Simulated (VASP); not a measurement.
# SrScH6 (Pm-3) in VASP: a series of runs, part 2 of 2

VASP 6.6.1.

**3. Single point, PBE**

This run uses another cell than the first one, of 8.95 Å³/atom.

The input, INCAR:

```
  ALGO = Normal
  EDIFF = 1E-7
  ENCUT = 520
  GGA = PE
  ISIF = 2
  ISMEAR = 0
  LASPH = T
  LCHARG = T
  LELF = T
  LREAL = F
  LVHAR = T
  LWAVE = F
  NBANDS = 24
  NELM = 80
  PREC = Accurate
  SIGMA = 0.1
```

The input, KPOINTS:

```
k-points
0
Gamma
  10 10 10
```

The input, POSCAR:

```
SrScH6
1.0
    4.1517859302      0.0000000000      0.0000000000
    0.0000000000      4.1517859302      0.0000000000
    0.0000000000      0.0000000000      4.1517859302
Sr Sc H
1 1 6
Direct
    0.0000000000      0.0000000000      0.0000000000
    0.5000000000      0.5000000000      0.5000000000
    0.0000000000      0.5000000000      0.7050259931
    0.5000000000      0.2949740069      0.0000000000
    0.7050259931      0.0000000000      0.5000000000
    0.0000000000      0.5000000000      0.2949740069
    0.5000000000      0.7050259931      0.0000000000
    0.2949740069      0.0000000000      0.5000000000
```

Potentials or basis: VASP PAW PBE potentials, release 64 (Sr_sv, Sc_sv, H).

Run with:

```bash
cat potpaw_PBE.64/Sr_sv/POTCAR potpaw_PBE.64/Sc_sv/POTCAR potpaw_PBE.64/H/POTCAR > POTCAR
mpirun -np 1 vasp_std > vasp.out
```

OUTCAR:

```text
EDIFF = 1E-7
   ENCUT = 520
   GGA = PE
   ISIF = 2
   ISMEAR = 0
   LASPH = T
   LREAL = F
   NELM = 80
   PREC = Accurate

 ion  position               nearest neighbor table
   1  0.000  0.000  0.000-   3 2.41   4 2.41   5 2.41   6 2.41   7 2.41   8 2.41   5 2.41   8 2.41
                             3 2.41   6 2.41   4 2.41   7 2.41   2 3.60   2 3.60   2 3.60   2 3.60
   2  0.500  0.500  0.500-   1 3.60   1 3.60   1 3.60   1 3.60   1 3.60   1 3.60   1 3.60   1 3.60

   3  0.000  0.500  0.705-   1 2.41   1 2.41
   4  0.500  0.295  0.000-   1 2.41   1 2.41
   5  0.705  0.000  0.500-   1 2.41   1 2.41
   6  0.000  0.500  0.295-   1 2.41   1 2.41
   7  0.500  0.705  0.000-   1 2.41   1 2.41
   8  0.295  0.000  0.500-   1 2.41   1 2.41

  LATTYP: Found a simple cubic cell.
 ALAT       =     4.1517859302

  Lattice vectors:

 A1 = (   4.1517859302,   0.0000000000,   0.0000000000)
 A2 = (   0.0000000000,   4.1517859302,   0.0000000000)
 A3 = (   0.0000000000,   0.0000000000,   4.1517859302)

Analysis of symmetry for initial positions (statically):
[... 190 lines left out ...]
 Fermi energy:         1.7855706448

 k-point     1 :       0.0000    0.0000    0.0000
  band No.  band energies     occupation
      1     -47.1912      2.00000
      2     -31.1620      2.00000
      3     -25.7926      2.00000
      4     -25.7926      2.00000
      5     -25.7926      2.00000
      6     -13.2764      2.00000
[... 637 lines left out ...]
     23      10.7606      0.00000
     24      10.8507      0.00000

 [... further k-points ...]

------------------------ aborting loop because EDIFF is reached ----------------------------------------

  FORCE on cell =-STRESS in cart. coord.  units (eV):
  Direction    XX          YY          ZZ          XY          YZ          ZX
  --------------------------------------------------------------------------------------
  -------------------------------------------------------------------------------------
  Total        0.0466390      0.0466390      0.0466390      0.0000000      0.0000000     -0.0000000
  in kB        1.0441317      1.0441317      1.0441317      0.0000000      0.0000000     -0.0000000
  external PRESSURE =       1.0441317 kB  Pullay stress =       0.0000000 kB

 VOLUME and BASIS-vectors are now :
 -----------------------------------------------------------------------------
  energy-cutoff  :      520.00
  volume of cell :       71.57
      direct lattice vectors                 reciprocal lattice vectors
     4.151785930  0.000000000  0.000000000     0.240860203  0.000000000  0.000000000
     0.000000000  4.151785930  0.000000000     0.000000000  0.240860203  0.000000000
     0.000000000  0.000000000  4.151785930     0.000000000  0.000000000  0.240860203

 POSITION                                       TOTAL-FORCE (eV/Angst)
 -----------------------------------------------------------------------------------
      0.00000      0.00000      0.00000         0.000000      0.000000      0.000000
      2.07589      2.07589      2.07589         0.000000      0.000000      0.000000
      0.00000      2.07589      2.92712         0.000000     -0.000000      0.001127
      2.07589      1.22467      0.00000         0.000000     -0.001127      0.000000
      2.92712      0.00000      2.07589         0.001127     -0.000000      0.000000
      0.00000      2.07589      1.22467        -0.000000      0.000000     -0.001127
      2.07589      2.92712      0.00000        -0.000000      0.001127     -0.000000
      1.22467      0.00000      2.07589        -0.001127      0.000000     -0.000000
 -----------------------------------------------------------------------------------
    total drift:                                0.000000      0.000000     -0.000000

  FREE ENERGIE OF THE ION-ELECTRON SYSTEM (eV)
  ---------------------------------------------------
  free  energy   TOTEN  =       -28.9491075743 eV

  energy  without entropy=      -28.9340938945  energy(sigma->0) =      -28.94160073
```

OSZICAR:

```text
N       E                     dE             d eps       ncg     rms          rms(c)
DAV:   1     0.233135158138E+03    0.23314E+03   -0.12738E+04  3664   0.108E+03
DAV:   2    -0.184757059449E+02   -0.25161E+03   -0.24299E+03  3864   0.336E+02
DAV:   3    -0.320005933083E+02   -0.13525E+02   -0.13262E+02  5192   0.834E+01
DAV:   4    -0.326506474536E+02   -0.65005E+00   -0.64815E+00  6064   0.144E+01
DAV:   5    -0.326703794680E+02   -0.19732E-01   -0.19726E-01  4736   0.193E+00    0.278E+01
DAV:   6    -0.291985353893E+02    0.34718E+01   -0.38542E+00  5440   0.196E+01    0.142E+01
DAV:   7    -0.290291156976E+02    0.16942E+00   -0.11597E+00  5312   0.833E+00    0.452E+00
DAV:   8    -0.295029800709E+02   -0.47386E+00   -0.30201E+00  5152   0.199E+01    0.466E+00
DAV:   9    -0.289509895838E+02    0.55199E+00   -0.11958E+00  5008   0.120E+01    0.524E-01
DAV:  10    -0.289501097031E+02    0.87988E-03   -0.27425E-02  5480   0.120E+00    0.271E-01
DAV:  11    -0.289491237137E+02    0.98599E-03   -0.20598E-03  5424   0.367E-01    0.667E-02
DAV:  12    -0.289491454947E+02   -0.21781E-04   -0.40056E-04  5112   0.198E-01    0.581E-02
DAV:  13    -0.289491079562E+02    0.37539E-04   -0.13235E-04  5144   0.132E-01    0.101E-02
DAV:  14    -0.289491091487E+02   -0.11925E-05   -0.12126E-05  5336   0.388E-02    0.109E-02
DAV:  15    -0.289491074678E+02    0.16809E-05   -0.48214E-06  5160   0.254E-02    0.259E-03
DAV:  16    -0.289491075918E+02   -0.12398E-06   -0.24529E-07  4336   0.317E-03    0.114E-03
DAV:  17    -0.289491075743E+02    0.17483E-07   -0.11554E-08  2888   0.101E-03
   1 F= -.28949108E+02 E0= -.28941601E+02  d E =-.150137E-01
```

Run time: 75 s. Hardware: 1 thread of Intel Xeon Platinum 8488C (Sapphire Rapids), shared host; peak memory 0.27 GiB.

What came out:

- Free energy: -28.9491 eV
- Pressure: 0.1 GPa
- Band gap on the k mesh: zero (an odd number of electrons rules out a gap without spin polarisation)

Levels at points of the mesh, in eV from the Fermi level:
| k point | band 12 | band 13 | band 14 | band 15 | band 16 | band 17 |
| --- | --- | --- | --- | --- | --- | --- |
| (0.00, 0.00, 0.00) | 0.98 | 0.98 | 0.98 | 2.45 | 2.45 | 2.45 |
| (0.50, 0.00, 0.00) | -0.78 | -0.21 | -0.10 | 2.09 | 2.72 | 2.96 |
| (0.50, 0.50, 0.00) | -2.81 | -1.00 | 0.94 | 1.53 | 2.91 | 3.01 |
| (0.50, 0.50, 0.50) | -1.46 | -1.46 | -1.46 | 3.07 | 3.07 | 3.47 |

Caveat: an odd number of electrons without spin polarisation forces a metal; a magnetic or distorted state may lie lower.

**4. Relaxation of cell and atoms, PBE**

This run uses another cell than the first one, of 8.97 Å³/atom.

The input, INCAR:

```
SYSTEM = SrScH6
ALGO = Normal
EDIFF = 1E-6
EDIFFG = -0.01
ENCUT = 600
GGA = PE
IBRION = 2
ISIF = 3
ISMEAR = 0
LASPH = .True.
LCHARG = .False.
LREAL = .False.
LWAVE = .False.
NELM = 80
NSW = 100
PREC = Accurate
SIGMA = 0.1
```

The input, KPOINTS:

```
k-points
0
Gamma
  10 10 10
  0 0 0
```

The input, POSCAR:

```
SrScH6
1.0
    4.1561399497      0.0000000000      0.0000000000
    0.0000000000      4.1561399497      0.0000000000
    0.0000000000      0.0000000000      4.1561399497
Sr Sc H
1 1 6
Direct
    0.0000000000      0.0000000000      0.0000000000
    0.5000000000      0.5000000000      0.5000000000
    0.0000000000      0.5000000000      0.7057100938
    0.5000000000      0.2942899062      0.0000000000
    0.7057100938      0.0000000000      0.5000000000
    0.0000000000      0.5000000000      0.2942899062
    0.5000000000      0.7057100938      0.0000000000
    0.2942899062      0.0000000000      0.5000000000
```

Run with:

```bash
cat potpaw_PBE.64/Sr_sv/POTCAR potpaw_PBE.64/Sc_sv/POTCAR potpaw_PBE.64/H/POTCAR > POTCAR
mpirun -np 1 vasp_std > vasp.out
```

It took 78 s on 1 thread of Intel Xeon Platinum 8488C (Sapphire Rapids), shared host; peak memory 0.3 GiB.

Results (log left out):

```
Free energy                  : -28.9512 eV
Pressure after relaxing      : 0.0 GPa
Largest force after relaxing : 0.007 eV/Å
Band gap on the k mesh       : zero (an odd number of electrons rules out a gap without spin polarisation)
```

Forces in eV/Å, atoms in the order of the input:
```
Sr   0.000  0.000  0.000
Sc   0.000  0.000  0.000
H    0.000  0.000 -0.007
H    0.000  0.007  0.000
H   -0.007  0.000  0.000
H    0.000  0.000  0.007
H    0.000 -0.007  0.000
H    0.007  0.000  0.000
```

Final structure:
```
Sr Sc H
1.0
     4.15614    0.00000    0.00000
     0.00000    4.15614    0.00000
     0.00000    0.00000    4.15614
Sr Sc H
1 1 6
Direct
  0.00000 0.00000 0.00000
  0.50000 0.50000 0.50000
  0.00000 0.50000 0.70571
  0.50000 0.29429 0.00000
  0.70571 0.00000 0.50000
  0.00000 0.50000 0.29429
  0.50000 0.70571 0.00000
  0.29429 0.00000 0.50000
```

Levels at points of the mesh, in eV from the Fermi level:
```csv
k point,band 12,band 13,band 14,band 15,band 16,band 17
"(0.00, 0.00, 0.00)",0.98,0.98,0.98,2.45,2.45,2.45
"(0.50, 0.00, 0.00)",-0.78,-0.21,-0.10,2.09,2.72,2.96
"(0.50, 0.50, 0.00)",-2.81,-0.99,0.93,1.54,2.91,3.00
"(0.50, 0.50, 0.50)",-1.46,-1.46,-1.46,3.07,3.07,3.47
```

Caveat: the relaxation stopped at its first step, so nothing moved; an odd number of electrons without spin polarisation forces a metal; a magnetic or distorted state may lie lower.

**5. Overview**

```tsv
task	cell	k mesh	cutoff (eV)	gap on the mesh (eV)	pressure (GPa)	largest force (eV/Å)
relaxation of cell and atoms	relaxed from a = 4.343 Å, 8 atoms, atomic positions A	4 × 4 × 4	600	none	-0.1	0.01
single point	a = 4.152 Å, 8 atoms, atomic positions B	10 × 10 × 10	520	none	0.1	-
relaxation of cell and atoms	relaxed from a = 4.156 Å, 8 atoms, atomic positions C	10 × 10 × 10	600	none	0.0	0.01
```

Alike in all rows: level PBE; potentials or basis VASP PAW PBE potentials, release 64 (Sr_sv, Sc_sv, H); no spin polarisation; smearing gaussian 0.1 eV.

Caveats: some runs use coarse meshes; an odd number of electrons without spin polarisation forces a metal; a magnetic or distorted state may lie lower; the relaxation stopped at its first step, so nothing moved (at least some runs).

Absolute energies hang on the potentials; compare differences alone.
